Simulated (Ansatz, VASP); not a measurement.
# Two plane-wave programs on Ta3N

```
Ta N
1.0
     1.53713    0.88746    7.33703
    -1.53713    0.88746    7.33703
     0.00000   -1.77493    7.33703
Ta N
3 1
Direct
  0.72409 0.72409 0.72409
  0.27591 0.27591 0.27591
  0.50000 0.50000 0.50000
  0.00000 0.00000 0.00000
```

Alike in both runs: task relaxation of cell and atoms; functional PBE; k mesh 18 × 18 × 18; occupations gaussian, width 0.1 eV; no spin polarisation.

|  | VASP | Ansatz |
| --- | --- | --- |
| version | VASP 6.6.1 | Ansatz 0.2.0 |
| potentials or method | VASP PAW PBE potentials, release 64 (Ta_pv, N), cutoff 600 eV | scalar-relativistic, plane waves, PAW |
| valence electrons in the cell | 38 | 44 |

Ansatz gave:

| Item | Value |
| --- | --- |
| gap on the k mesh at the Fermi level, each at its own relaxed structure (eV) | none |
| relaxed volume (Å³/atom) | 15.00 |
| relaxed length of the cell vector where the two differ most in proportion (Å) | 7.521 |

Question: Which values does VASP return?

Answer: gap on the k mesh at the Fermi level, each at its own relaxed structure (eV): none; relaxed volume (Å³/atom): 15.02; relaxed length of the cell vector where the two differ most in proportion (Å): 7.522.

A gap of «none» marks a metal or a gap that the smearing closes. VASP's potentials hold 38 valence electrons a cell and Ansatz's 44, so a difference there can come from the potentials and not from the codes.

Spin-orbit coupling is off throughout.
